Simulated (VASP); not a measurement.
# BaS (Fm-3m) in VASP: single point with LDA

Aim: the single point of BaS with LDA.

Program: VASP 6.6.1. These are calculated values, not measurements. Logs are shortened: lines on timing, memory, paths and dates and some standing lists are left out, and cuts for length are marked.

## (1) The cell of the first run

It takes space group Fm-3m (No. 225, cubic). The conventional cell has a = 6.388 Å, b = 6.388 Å, c = 6.388 Å, α = 90.00°, β = 90.00°, γ = 90.00°. Ba (site symmetry m-3m) has 6 S at 3.19 Å within 4.2 Å. Within 4.2 Å of S (site symmetry m-3m) lie 6 Ba at 3.19 Å.

## (2) Single point, LDA

Input file INCAR:

```
SYSTEM = BaS
PREC = Accurate ; ENCUT = 520
EDIFF = 1E-7 ; ISMEAR = 0
SIGMA = 0.05 ; LREAL = .FALSE.
LASPH = .TRUE. ; NELM = 80
ALGO = Normal ; ISIF = 2
LWAVE = .FALSE. ; LCHARG = .TRUE.
LELF = .TRUE. ; LVHAR = .TRUE.
NBANDS = 15
```

Input file KPOINTS:

```
regular mesh
0
G
  8 8 8
  0 0 0
```

Input file POSCAR:

```
BaS
1.0
    0.0000000000      3.1937500000      3.1937500000
    3.1937500000      0.0000000000      3.1937500000
    3.1937500000      3.1937500000      0.0000000000
Ba S
1 1
Direct
    0.0000000000      0.0000000000      0.0000000000
    0.5000000000      0.5000000000      0.5000000000
```

Potentials or basis: VASP PAW LDA potentials, release 64 (Ba_sv, S).

The run is started by

```console
$ cat potpaw_LDA.64/Ba_sv/POTCAR potpaw_LDA.64/S/POTCAR > POTCAR
$ mpirun -np 1 vasp_std > vasp.out
```

OUTCAR:

```text
SYSTEM = BaS
   PREC = Accurate
   ENCUT = 520
   EDIFF = 1E-7
   ISMEAR = 0
   LREAL = .FALSE.
   LASPH = .TRUE.
   NELM = 80
   ISIF = 2

 ion  position               nearest neighbor table
   1  0.000  0.000  0.000-   2 3.19   2 3.19   2 3.19   2 3.19   2 3.19   2 3.19
   2  0.500  0.500  0.500-   1 3.19   1 3.19   1 3.19   1 3.19   1 3.19   1 3.19

  LATTYP: Found a face centered cubic cell.
 ALAT       =     6.3875000000

  Lattice vectors:

 A1 = (   0.0000000000,   3.1937500000,   3.1937500000)
 A2 = (   3.1937500000,   0.0000000000,   3.1937500000)
 A3 = (   3.1937500000,   3.1937500000,   0.0000000000)

Analysis of symmetry for initial positions (statically):
=====================================================================
 Subroutine PRICEL returns:
 Original cell was already a primitive cell.

 Routine SETGRP: Setting up the symmetry group for a
 face centered cubic supercell.

 Subroutine GETGRP returns: Found 48 space group operations
 (whereof 48 operations were pure point group operations)
 out of a pool of 48 trial point group operations.

The static configuration has the point symmetry O_h .

Analysis of symmetry for dynamics (positions and initial velocities):
=====================================================================
 Subroutine PRICEL returns:
 Original cell was already a primitive cell.

 Routine SETGRP: Setting up the symmetry group for a
 face centered cubic supercell.

 Subroutine GETGRP returns: Found 48 space group operations
 (whereof 48 operations were pure point group operations)
 out of a pool of 48 trial point group operations.

The dynamic configuration has the point symmetry O_h .

 Subroutine INISYM returns: Found 48 space group operations
 (whereof 48 operations are pure point group operations),
 and found     1 'primitive' translations

----------------------------------------------------------------------------------------

                                     Primitive cell

  volume of cell :      65.1527

  direct lattice vectors                    reciprocal lattice vectors
     0.000000000  3.193750000  3.193750000    -0.156555773  0.156555773  0.156555773
     3.193750000  0.000000000  3.193750000     0.156555773 -0.156555773  0.156555773
     3.193750000  3.193750000  0.000000000     0.156555773  0.156555773 -0.156555773

  length of vectors
     4.516644565  4.516644565  4.516644565     0.271162553  0.271162553  0.271162553

  position of ions in fractional coordinates (direct lattice)
     0.000000000  0.000000000  0.000000000
     0.500000000  0.500000000  0.500000000

  ion indices of the primitive-cell ions
   primitive index   ion index
                 1           1
                 2           2

----------------------------------------------------------------------------------------

 KPOINTS: regular mesh

Automatic generation of k-mesh.
 Grid dimensions read from file:
 generate k-points for:    8    8    8

 Generating k-lattice:

  Cartesian coordinates                     Fractional coordinates (reciprocal lattice)
    -0.019569472  0.019569472  0.019569472     0.125000000  0.000000000  0.000000000
     0.019569472 -0.019569472  0.019569472     0.000000000  0.125000000  0.000000000
     0.019569472  0.019569472 -0.019569472     0.000000000  0.000000000  0.125000000

  Length of vectors
     0.033895319  0.033895319  0.033895319

  Shift w.r.t. Gamma in fractional coordinates (k-lattice)
     0.000000000  0.000000000  0.000000000

 Subroutine IBZKPT returns following result:
 ===========================================

 Found     29 irreducible k-points:

 Following reciprocal coordinates:
            Coordinates               Weight
  0.000000  0.000000  0.000000      1.000000
  0.125000  0.000000  0.000000      8.000000
  0.250000  0.000000  0.000000      8.000000
  0.375000  0.000000  0.000000      8.000000
  0.500000  0.000000  0.000000      4.000000
  0.125000  0.125000  0.000000      6.000000
[... 16 lines left out ...]
  0.500000  0.250000  0.125000     48.000000
 -0.375000  0.250000  0.125000     24.000000
 [... further k-points ...]
   k-points           NKPTS =     29   k-points in BZ     NKDIM =     29   number of bands    NBANDS=     15
   number of dos      NEDOS =    301   number of ions     NIONS =      2
   total plane-waves  NPLWV =  46656
   dimension x,y,z NGX =    36 NGY =   36 NGZ =   36
   dimension x,y,z NGXF=    72 NGYF=   72 NGZF=   72
   ions per type =               1   1
   NGX,Y,Z   is equivalent  to a cutoff of  13.25, 13.25, 13.25 a.u.
   NGXF,Y,Z  is equivalent  to a cutoff of  26.50, 26.50, 26.50 a.u.
 SYSTEM =  BaS
   PREC   = accura    normal or accurate (medium, high low for compatibility)
   ISTART =      0    job   : 0-new  1-cont  2-samecut
   ICHARG =      2    charge: 1-file 2-atom 10-const
   ISPIN  =      1    spin polarized calculation?
   LNONCOLLINEAR =      F non collinear calculations
   LSORBIT =      F    spin-orbit coupling
   LASPH  =      T    aspherical Exc in radial PAW
   ENCUT  =  520.0 eV  38.22 Ry    6.18 a.u.   8.40  8.40  8.40*2*pi/ulx,y,z
   NELM   =     80;   NELMIN=  2; NELMDL= -5     # of ELM steps
   EDIFF  = 0.1E-06   stopping-criterion for ELM
   LREAL  =      F    real-space projection
   EDIFFG = 0.1E-05   stopping-criterion for IOM
   NSW    =      0    number of steps for IOM
   IBRION =     -1    ionic relax: 0-MD 1-quasi-New 2-CG
   NFREE  =      0    steps in history (QN), initial steepest desc. (CG)
   ISIF   =      2    stress and relaxation
   ISYM   =      2    0-nonsym 1-usesym 2-fastsym
   POTIM  = 0.5000    time-step for ionic-motion
   TEBEG  =    0.0;   TEEND  =   0.0 temperature during run
   PSTRESS=    0.0 pullay stress
   NELECT =      16.0000    total number of electrons
   NUPDOWN=      -1.0000    fix difference up-down
   EMIN   =  10.00;   EMAX   =-10.00  energy-range for DOS
   EFERMI =   0.00;   METHOD = LEGACY
   ISMEAR =     0;   SIGMA  =   0.05  broadening in eV -4-tet -1-fermi 0-gaus
   EFERMI_NEDOS =   21; number of points for ismear=-14 and -15
   IALGO  =     38    algorithm
   IMIX   =      4    mixing-type and parameters
     AMIX     =   0.40;   BMIX     =  1.00
     AMIX_MAG =   1.60;   BMIX_MAG =  1.00
  volume/ion in A,a.u.               =      32.58       219.84
  Fermi-wavevector in a.u.,A,eV,Ry     =   1.025189  1.937326 14.299891  1.051012
  Thomas-Fermi vector in A             =   2.159016
   LORBIT       =      0    0 simple, 1 ext, 2 COOP (PROOUT), +10 PAW based schemes
   GGA     = CA    functional components
   LHFCALC =     F    Hartree Fock is set to
   AEXX    =    0.0000 exact exchange contribution
   IVDW    =     0    specifies the selected vdW correction
   LEPSILON=     F    determine dielectric tensor
   LRPA    =     F    only Hartree local field effects (RPA)
 non-spin polarized calculation
 Gauss-broadening in eV      SIGMA  =   0.05
  energy-cutoff  :      520.00
  volume of cell :       65.15
 maximum number of plane-waves:      1807
 NGX is ok and might be reduce to    36
   NGX = 17   NGY = 17   NGZ = 17

 number of electron      16.0000001 magnetization

 Free energy of the ion-electron system (eV)
  ---------------------------------------------------
  ext. energy  EPLUGINS =         0.00000000
  ---------------------------------------------------
  free energy    TOTEN  =       -11.15994270 eV

  energy without entropy =      -11.15994270  energy(sigma->0) =      -11.15994270

 E-fermi :   1.4920     XC(G=0):  -8.9920

 val. band max:        1.2397450576   @ k =   0.0000   0.0000   0.0000
 cond. band min:       3.1429367722   @ k =   0.5000   0.5000   0.0000
 fundamental gap:      1.9031917146
 Fermi energy:         1.4920472069

 k-point     1 :       0.0000    0.0000    0.0000
  band No.  band energies     occupation
      1     -24.7594      2.00000
      2      -9.8327      2.00000
      3      -9.8327      2.00000
      4      -9.8327      2.00000
      5      -9.0757      2.00000
      6       1.2397      2.00000
      7       1.2397      2.00000
      8       1.2397      2.00000
      9       4.5520      0.00000
     10       4.9413      0.00000
     11       4.9413      0.00000
     12       4.9413      0.00000
     13       5.9258      0.00000
     14       5.9258      0.00000
     15       9.6845      0.00000

 k-point     2 :       0.1250    0.0000    0.0000
  band No.  band energies     occupation
      1     -24.7526      2.00000
      2     -10.1465      2.00000
      3      -9.8388      2.00000
      4      -9.8388      2.00000
      5      -8.7485      2.00000
      6       0.8018      2.00000
      7       1.0216      2.00000
      8       1.0216      2.00000
      9       4.9084      0.00000
     10       5.1780      0.00000
     11       5.1780      0.00000
     12       5.2081      0.00000
     13       6.3878      0.00000
     14       6.3878      0.00000
     15      10.3226      0.00000

 k-point     3 :       0.2500    0.0000    0.0000
  band No.  band energies     occupation
      1     -24.7362      2.00000
      2     -10.5843      2.00000
      3      -9.8534      2.00000
      4      -9.8534      2.00000
      5      -8.2764      2.00000
      6       0.0309      2.00000
      7       0.5936      2.00000
      8       0.5936      2.00000
      9       5.1544      0.00000
     10       5.8385      0.00000
     11       5.8385      0.00000
     12       6.3979      0.00000
     13       7.5384      0.00000
     14       7.5384      0.00000
     15      11.6314      0.00000
[... 343 lines left out ...]
 k-point    23 :       0.5000    0.2500    0.1250
  band No.  band energies     occupation
      1     -24.7113      2.00000
      2     -10.7361      2.00000
      3     -10.0265      2.00000
      4      -9.9182      2.00000
      5      -8.1555      2.00000
      6      -0.2758      2.00000
      7       0.3000      2.00000
      8       0.6769      2.00000
      9       4.9380      0.00000
     10       6.6680      0.00000
     11       7.2515      0.00000
     12       7.4254      0.00000
     13       8.5988      0.00000
     14       9.8572      0.00000
     15      10.4711      0.00000

 k-point    24 :      -0.3750    0.2500    0.1250
  band No.  band energies     occupation
      1     -24.7058      2.00000
      2     -10.7868      2.00000
      3     -10.0371      2.00000
      4      -9.9432      2.00000
      5      -8.1138      2.00000
      6      -0.3056      2.00000
      7       0.3522      2.00000
      8       0.4298      2.00000
      9       5.7521      0.00000
     10       5.9474      0.00000
     11       7.7705      0.00000
     12       7.9931      0.00000
     13       8.9701      0.00000
     14       9.8935      0.00000
     15      10.5105      0.00000

 [... further k-points ...]
[... 5 lines left out ...]
  --------------------------------------------------------------------------------------
  -------------------------------------------------------------------------------------
  Total       -0.7468659     -0.7468659     -0.7468659     -0.0000000      0.0000000      0.0000000
  in kB      -18.3662482    -18.3662482    -18.3662482     -0.0000000      0.0000000      0.0000000
  external PRESSURE =     -18.3662482 kB  Pullay stress =       0.0000000 kB

 VOLUME and BASIS-vectors are now :
 -----------------------------------------------------------------------------
  energy-cutoff  :      520.00
  volume of cell :       65.15
      direct lattice vectors                 reciprocal lattice vectors
     0.000000000  3.193750000  3.193750000    -0.156555773  0.156555773  0.156555773
     3.193750000  0.000000000  3.193750000     0.156555773 -0.156555773  0.156555773
     3.193750000  3.193750000  0.000000000     0.156555773  0.156555773 -0.156555773

 POSITION                                       TOTAL-FORCE (eV/Angst)
 -----------------------------------------------------------------------------------
      0.00000      0.00000      0.00000        -0.000000     -0.000000      0.000000
      3.19375      3.19375      3.19375         0.000000      0.000000     -0.000000
 -----------------------------------------------------------------------------------
    total drift:                                0.000000      0.000000      0.000000

  FREE ENERGIE OF THE ION-ELECTRON SYSTEM (eV)
  ---------------------------------------------------
  free  energy   TOTEN  =       -11.1599426986 eV

  energy  without entropy=      -11.1599426986  energy(sigma->0) =      -11.15994270
```

Wall time 43 s (1 thread of Intel Xeon 8259CL, shared host); peak memory 0.18 GiB.

What came out:

* Free energy: -11.1599 eV
* Pressure: -1.8 GPa
* Band gap on the k mesh: 1.90 eV (least direct gap 2.04 eV)

Caveat: spin-orbit coupling is left out, which moves the levels of the heavy elements.
